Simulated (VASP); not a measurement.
# ScAlN2 (P-3m1) in VASP: a series of runs

The runs below take ScAlN2 through single point, relaxation of cell and atoms, with PBE.

All numbers are computed with VASP 6.6.1; they aren't measurements. Logs are shortened: lines on timing, memory, paths and dates and some standing lists are left out, and cuts for length are marked.

## Step 1: The cell of the first run

The structure is trigonal, space group P-3m1 (No. 164). Conventional cell: a = 3.011 Å, b = 3.011 Å, c = 5.211 Å, α = 90.00°, β = 90.00°, γ = 120.00°. Within 3.0 Å of Sc (site symmetry -3m) lie 6 N at 2.24 Å and 2 Al at 2.61 Å. Al (site symmetry -3m) has 6 N at 2.11 Å and 2 Sc at 2.61 Å within 2.8 Å. Within 2.8 Å of N (site symmetry 3m) lie 3 Al at 2.11 Å and 3 Sc at 2.24 Å.

## Step 2: Single point, PBE

File INCAR:

```
SYSTEM = ScAlN2
PREC = Accurate
ENCUT = 520
EDIFF = 1E-6
ISMEAR = 0
SIGMA = 0.1
LREAL = .FALSE.
LASPH = .TRUE.
NELM = 100
ALGO = Normal
ISIF = 2
LWAVE = .FALSE.
LCHARG = .TRUE.
GGA = PE
LELF = .TRUE.
LVHAR = .TRUE.
NBANDS = 20
```

File KPOINTS:

```
regular mesh
0
G
  6 6 4
  0 0 0
```

File POSCAR:

```
ScAlN2
1.0
    3.0108227661      0.0000000028      0.0000000000
   -1.5054113855      2.6074490003      0.0000000000
    0.0000000000      0.0000000000      5.2106659249
Sc Al N
1 1 2
Direct
    0.0000000000      0.0000000000      0.0000000000
    0.0000000000      0.0000000000      0.5000000000
    0.3333333333      0.6666666667      0.2706400154
    0.6666666667      0.3333333333      0.7293599846
```

Potentials or basis: VASP PAW PBE potentials, release 64 (Sc_sv, Al, N).

On the command line:

```console
$ cat potpaw_PBE.64/Sc_sv/POTCAR potpaw_PBE.64/Al/POTCAR potpaw_PBE.64/N/POTCAR > POTCAR
$ mpirun -np 1 vasp_std > vasp.out
```

OUTCAR:

```text
SYSTEM = ScAlN2
   PREC = Accurate
   ENCUT = 520
   EDIFF = 1E-6
   ISMEAR = 0
   LREAL = .FALSE.
   LASPH = .TRUE.
   NELM = 100
   ISIF = 2
   GGA = PE

 ion  position               nearest neighbor table
   1  0.000  0.000  0.000-   3 2.24   4 2.24   3 2.24   4 2.24   4 2.24   3 2.24   2 2.61   2 2.61

   2  0.000  0.000  0.500-   3 2.11   4 2.11   3 2.11   4 2.11   4 2.11   3 2.11   1 2.61   1 2.61

   3  0.333  0.667  0.271-   2 2.11   2 2.11   2 2.11   1 2.24   1 2.24   1 2.24
   4  0.667  0.333  0.729-   2 2.11   2 2.11   2 2.11   1 2.24   1 2.24   1 2.24

  LATTYP: Found a hexagonal cell.
 ALAT       =     3.0108227661
 C/A-ratio  =     1.7306451856

  Lattice vectors:

 A1 = (   3.0108227661,   0.0000000028,   0.0000000000)
 A2 = (  -1.5054113855,   2.6074490003,   0.0000000000)
 A3 = (   0.0000000000,   0.0000000000,   5.2106659249)

Analysis of symmetry for initial positions (statically):
=====================================================================
 Subroutine PRICEL returns:
 Original cell was already a primitive cell.

 Routine SETGRP: Setting up the symmetry group for a
 hexagonal supercell.

 Subroutine GETGRP returns: Found 12 space group operations
 (whereof 12 operations were pure point group operations)
 out of a pool of 24 trial point group operations.

The static configuration has the point symmetry D_3d.

Analysis of symmetry for dynamics (positions and initial velocities):
=====================================================================
 Subroutine PRICEL returns:
 Original cell was already a primitive cell.

 Routine SETGRP: Setting up the symmetry group for a
 hexagonal supercell.

 Subroutine GETGRP returns: Found 12 space group operations
 (whereof 12 operations were pure point group operations)
 out of a pool of 24 trial point group operations.

The dynamic configuration has the point symmetry D_3d.

 Subroutine INISYM returns: Found 12 space group operations
 (whereof 12 operations are pure point group operations),
 and found     1 'primitive' translations

----------------------------------------------------------------------------------------

                                     Primitive cell

  volume of cell :      40.9067

  direct lattice vectors                    reciprocal lattice vectors
[... 87 lines left out ...]
   LASPH  =      T    aspherical Exc in radial PAW
   ENCUT  =  520.0 eV  38.22 Ry    6.18 a.u.   5.60  5.60  9.69*2*pi/ulx,y,z
   NELM   =    100;   NELMIN=  2; NELMDL= -5     # of ELM steps
   EDIFF  = 0.1E-05   stopping-criterion for ELM
   LREAL  =      F    real-space projection
   EDIFFG = 0.1E-04   stopping-criterion for IOM
   NSW    =      0    number of steps for IOM
   IBRION =     -1    ionic relax: 0-MD 1-quasi-New 2-CG
   NFREE  =      0    steps in history (QN), initial steepest desc. (CG)
   ISIF   =      2    stress and relaxation
   ISYM   =      2    0-nonsym 1-usesym 2-fastsym
   POTIM  = 0.5000    time-step for ionic-motion
   TEBEG  =    0.0;   TEEND  =   0.0 temperature during run
   PSTRESS=    0.0 pullay stress
   NELECT =      24.0000    total number of electrons
   NUPDOWN=      -1.0000    fix difference up-down
   EMIN   =  10.00;   EMAX   =-10.00  energy-range for DOS
   EFERMI =   0.00;   METHOD = LEGACY
   ISMEAR =     0;   SIGMA  =   0.10  broadening in eV -4-tet -1-fermi 0-gaus
   EFERMI_NEDOS =   21; number of points for ismear=-14 and -15
   IALGO  =     38    algorithm
   IMIX   =      4    mixing-type and parameters
     AMIX     =   0.40;   BMIX     =  1.00
     AMIX_MAG =   1.60;   BMIX_MAG =  1.00
  volume/ion in A,a.u.               =      10.23        69.01
  Fermi-wavevector in a.u.,A,eV,Ry     =   1.370505  2.589878 25.555590  1.878283
  Thomas-Fermi vector in A             =   2.496285
   LORBIT       =      0    0 simple, 1 ext, 2 COOP (PROOUT), +10 PAW based schemes
   GGA     = PE    functional components
   LHFCALC =     F    Hartree Fock is set to
   AEXX    =    0.0000 exact exchange contribution
   IVDW    =     0    specifies the selected vdW correction
   LEPSILON=     F    determine dielectric tensor
   LRPA    =     F    only Hartree local field effects (RPA)
 non-spin polarized calculation
 Gauss-broadening in eV      SIGMA  =   0.10
  energy-cutoff  :      520.00
  volume of cell :       40.91
 maximum number of plane-waves:      1135
 NGX is ok and might be reduce to    24
   NGX = 11   NGY = 11   NGZ = 19

 number of electron      24.0000000 magnetization

 Free energy of the ion-electron system (eV)
  ---------------------------------------------------
  ext. energy  EPLUGINS =         0.00000000
  ---------------------------------------------------
  free energy    TOTEN  =       -31.76639936 eV

  energy without entropy =      -31.76639936  energy(sigma->0) =      -31.76639936

 E-fermi :   7.5383     XC(G=0): -11.8712

 val. band max:        7.1111966619   @ k =   0.0000   0.0000   0.0000
 cond. band min:       8.0167496789   @ k =   0.5000  -0.0000   0.5000
 fundamental gap:      0.9055530170
 Fermi energy:         7.5382671058

 k-point     1 :       0.0000    0.0000    0.0000
  band No.  band energies     occupation
      1     -41.3097      2.00000
      2     -20.1444      2.00000
      3     -19.6310      2.00000
      4     -19.6310      2.00000
      5      -8.4398      2.00000
      6      -5.9027      2.00000
[... 541 lines left out ...]
     19      16.7757      0.00000
     20      16.7757      0.00000

------------------------ aborting loop because EDIFF is reached ----------------------------------------

  FORCE on cell =-STRESS in cart. coord.  units (eV):
  Direction    XX          YY          ZZ          XY          YZ          ZX
  --------------------------------------------------------------------------------------
  -------------------------------------------------------------------------------------
  Total        0.1113203      0.1113203      0.1625341     -0.0000000      0.0000000      0.0000000
  in kB        4.3600430      4.3600430      6.3659153     -0.0000000      0.0000000      0.0000000
  external PRESSURE =       5.0286671 kB  Pullay stress =       0.0000000 kB

 VOLUME and BASIS-vectors are now :
 -----------------------------------------------------------------------------
  energy-cutoff  :      520.00
  volume of cell :       40.91
      direct lattice vectors                 reciprocal lattice vectors
     3.010822766  0.000000003  0.000000000     0.332135126  0.191758305  0.000000000
    -1.505411385  2.607449000  0.000000000    -0.000000000  0.383516609  0.000000000
     0.000000000  0.000000000  5.210665925     0.000000000  0.000000000  0.191914050

 POSITION                                       TOTAL-FORCE (eV/Angst)
 -----------------------------------------------------------------------------------
      0.00000      0.00000      0.00000         0.000000      0.000000      0.000000
      0.00000      0.00000      2.60533         0.000000      0.000000      0.000000
     -0.00000      1.73830      1.41021        -0.000000     -0.000000      0.059520
      1.50541      0.86915      3.80045        -0.000000      0.000000     -0.059520
 -----------------------------------------------------------------------------------
    total drift:                                0.000000     -0.000000      0.000000

  FREE ENERGIE OF THE ION-ELECTRON SYSTEM (eV)
  ---------------------------------------------------
  free  energy   TOTEN  =       -31.7663993593 eV

  energy  without entropy=      -31.7663993593  energy(sigma->0) =      -31.76639936
```

OSZICAR:

```text
N       E                     dE             d eps       ncg     rms          rms(c)
DAV:   1     0.202031268186E+03    0.20203E+03   -0.11226E+04   976   0.124E+03
DAV:   2    -0.158559910185E+02   -0.21789E+03   -0.21057E+03   968   0.369E+02
DAV:   3    -0.373473998010E+02   -0.21491E+02   -0.20813E+02  1448   0.107E+02
DAV:   4    -0.379532698625E+02   -0.60587E+00   -0.60462E+00  1436   0.182E+01
DAV:   5    -0.379590325800E+02   -0.57627E-02   -0.57603E-02  1228   0.175E+00    0.164E+01
DAV:   6    -0.319307350903E+02    0.60283E+01   -0.28220E+01  1520   0.440E+01    0.684E+00
DAV:   7    -0.318236571112E+02    0.10708E+00   -0.18567E+00  1528   0.124E+01    0.495E+00
DAV:   8    -0.317729823829E+02    0.50675E-01   -0.24687E-01  1532   0.608E+00    0.737E-01
DAV:   9    -0.317676788852E+02    0.53035E-02   -0.25701E-02  1528   0.150E+00    0.436E-01
DAV:  10    -0.317666831767E+02    0.99571E-03   -0.10782E-02  1504   0.110E+00    0.212E-01
DAV:  11    -0.317664065893E+02    0.27659E-03   -0.15911E-03  1148   0.258E-01    0.550E-02
DAV:  12    -0.317664038074E+02    0.27819E-05   -0.22642E-04  1524   0.173E-01    0.218E-02
DAV:  13    -0.317663993915E+02    0.44159E-05   -0.28476E-05  1528   0.547E-02    0.408E-03
DAV:  14    -0.317663993593E+02    0.32247E-07   -0.12805E-06   796   0.807E-03
   1 F= -.31766399E+02 E0= -.31766399E+02  d E =-.965702E-11
```

It took 15 s on 1 thread of Intel Xeon Platinum 8488C (Sapphire Rapids), shared host; peak memory 0.16 GiB.

Results:

| Property | Result |
| --- | --- |
| Free energy | -31.7664 eV |
| Pressure | 0.5 GPa |
| Largest force | 0.060 eV/Å |
| Band gap on the k mesh | 0.91 eV, indirect (least direct gap 1.69 eV) |

Forces on the atoms (eV/Å):
```
Sc   0.000  0.000  0.000
Al   0.000  0.000  0.000
N    0.000  0.000  0.060
N    0.000  0.000 -0.060
```

Stress tensor (GPa, compression positive):
```
0.44 0.00 0.00
0.00 0.44 0.00
0.00 0.00 0.64
```

## Step 3: Single point, PBE

This run uses another cell than the first one, of 11.47 Å³/atom, 1.122 times its volume.

File INCAR:

```
SYSTEM = ScAlN2
  PREC = Accurate
  ENCUT = 520
  EDIFF = 1E-6
  ISMEAR = 0
  SIGMA = 0.1
  LREAL = .False.
  LASPH = .True.
  NELM = 80
  ALGO = Normal
  ISIF = 2
  LWAVE = .False.
  LCHARG = .False.
  GGA = PE
  NBANDS = 20
```

File KPOINTS:

```
Automatic mesh
0
Gamma
  6 6 4
  0 0 0
```

File POSCAR:

```
ScAlN2
1.0
    3.0786341900      0.0000000000      0.0000000000
   -1.5393171000      2.6661754200      0.0000000000
    0.0000000000      0.0000000000      5.5903218500
Sc Al N
1 1 2
Direct
    0.0000000000      0.0000000000      0.0000000000
    0.0000000000      0.0000000000      0.5000000000
    0.3333333300      0.6666666700      0.2350000000
    0.6666666700      0.3333333300      0.7650000000
```

Potentials or basis: VASP PAW PBE potentials, release 64 (Sc_sv, Al, N).

On the command line:

```console
$ cat potpaw_PBE.64/Sc_sv/POTCAR potpaw_PBE.64/Al/POTCAR potpaw_PBE.64/N/POTCAR > POTCAR
$ mpirun -np 1 vasp_std > vasp.out
```

It took 15 s on 1 thread of Intel Xeon Platinum 8488C (Sapphire Rapids), shared host; peak memory 0.17 GiB.

It converged, with:

- Free energy: -30.7491 eV
- Pressure: -12.7 GPa
- Largest force: 2.894 eV/Å
- Band gap on the k mesh: 1.09 eV, indirect (least direct gap 1.39 eV)

Forces in eV/Å, atoms in the order of the input:
```
Sc   0.000  0.000  0.000
Al   0.000  0.000  0.000
N    0.000  0.000  2.894
N    0.000  0.000 -2.894
```

Stress tensor (GPa, compression positive):
```
 -2.23   0.00   0.00
  0.00  -2.23   0.00
  0.00   0.00 -33.60
```

Levels at points of the mesh, in eV from the valence-band top:
```csv
k point,band 8,band 9,band 10,band 11,band 12,band 13,band 14,band 15,band 16,band 17
"(0.00, 0.00, 0.00)",-1.83,-1.83,-1.23,0.00,0.00,1.39,3.41,3.41,3.48,5.73
"(0.50, 0.00, 0.00)",-4.11,-3.27,-3.09,-2.01,-1.32,1.30,3.99,5.20,5.26,5.28
"(0.00, 0.00, 0.50)",-4.08,-1.74,-1.74,-0.17,-0.17,3.20,3.36,3.36,4.24,6.03
"(0.50, 0.00, 0.50)",-5.26,-3.54,-2.34,-1.58,-0.84,1.09,3.43,4.31,5.20,5.68
```

Caveat: forces of over 1 eV/Å act on the atoms, so gaps and moduli don't describe the material at rest. As with any semilocal functional, this PBE gap is likely too small.

## Step 4: Relaxation of cell and atoms, PBE

This run uses another cell than the first one, of 11.47 Å³/atom, 1.122 times its volume.

File INCAR:

```
SYSTEM = ScAlN2
PREC     = Accurate       ! precision mode
ENCUT    = 600            ! plane-wave cutoff, eV
EDIFF    = 1E-6           ! SCF threshold, eV
ISMEAR   = 0              ! smearing method
SIGMA    = 0.1            ! smearing width, eV
LREAL    = .False.        ! projectors in reciprocal space
LASPH    = .True.         ! aspherical terms in the spheres
NELM     = 80             ! most SCF steps
ALGO     = Normal         ! electronic algorithm
ISIF     = 3              ! what is computed and relaxed
LWAVE    = .False.        ! write WAVECAR
LCHARG   = .False.        ! write CHGCAR
GGA      = PE             ! functional
IBRION   = 2              ! ionic algorithm
NSW      = 90             ! ionic steps
EDIFFG   = -0.04          ! ionic threshold
```

File KPOINTS:

```
regular mesh
0
Gamma
  6 6 4
  0 0 0
```

POSCAR is that of step 3.

On the command line:

```console
$ cat potpaw_PBE.64/Sc_sv/POTCAR potpaw_PBE.64/Al/POTCAR potpaw_PBE.64/N/POTCAR > POTCAR
$ mpirun -np 1 vasp_std > vasp.out
```

Run time: 1.8 min. Hardware: 1 thread of Intel Xeon Platinum 8488C (Sapphire Rapids), shared host; peak memory 0.21 GiB.

It converged, with:

| Property | Result |
| --- | --- |
| Free energy | -31.7779 eV |
| Relaxed volume | 10.25 Å³/atom |
| Relaxed cell | a = 3.013 Å, b = 3.013 Å, c = 5.216 Å, α = 90.00°, β = 90.00°, γ = 120.00° |
| Space group after relaxing (to 0.05 Å) | P-3m1 (No. 164) |
| Energy gained by relaxing | 256.3 meV/atom |
| Ionic steps | 7 |
| Pressure after relaxing | -0.2 GPa |
| Largest force after relaxing | 0.014 eV/Å |
| Band gap on the k mesh | 0.90 eV, indirect (least direct gap 1.68 eV) |

Forces on the atoms (eV/Å):
```
Sc   0.000  0.000  0.000
Al   0.000  0.000  0.000
N    0.000  0.000 -0.014
N    0.000  0.000  0.014
```

The path:
```tsv
step	energy change (eV)	largest force (eV/Å)	pressure (GPa)	volume (Å³)
1	0.0000	2.8937	-12.79	45.89
2	-0.6773	1.2428	9.59	39.89
3	-0.7794	1.8894	1.88	41.35
4	-1.0044	0.6304	1.34	40.66
5	-1.0179	0.1530	1.07	40.79
6	-1.0209	0.0892	-1.19	41.18
7	-1.0251	0.0137	-0.23	41.01
```

Final structure:
```
CELL_PARAMETERS angstrom
3.01328 0.00000 0.00000
-1.50664 2.60957 0.00000
0.00000 0.00000 5.21560
ATOMIC_POSITIONS crystal
Sc 0.00000 0.00000 0.00000
Al 0.00000 0.00000 0.50000
N 0.33333 0.66667 0.27124
N 0.66667 0.33333 0.72876
```

Levels at points of the mesh, in eV from the valence-band top:
```
           k point  band 10  band 11  band 12  band 13  band 14  band 15
(0.00, 0.00, 0.00)    -0.33     0.00     0.00     1.76     3.29     3.29
(0.50, 0.00, 0.00)    -2.62    -1.91    -1.76     0.90     4.95     5.35
(0.00, 0.00, 0.50)    -1.43    -0.46    -0.46     2.56     3.22     3.22
(0.50, 0.00, 0.50)    -2.62    -1.17    -0.79     0.90     5.01     5.32
```

A k mesh can miss the band edges. A hybrid or GW would open this gap; PBE tends to underestimate it.

(Part 1 of 2 ends here.)
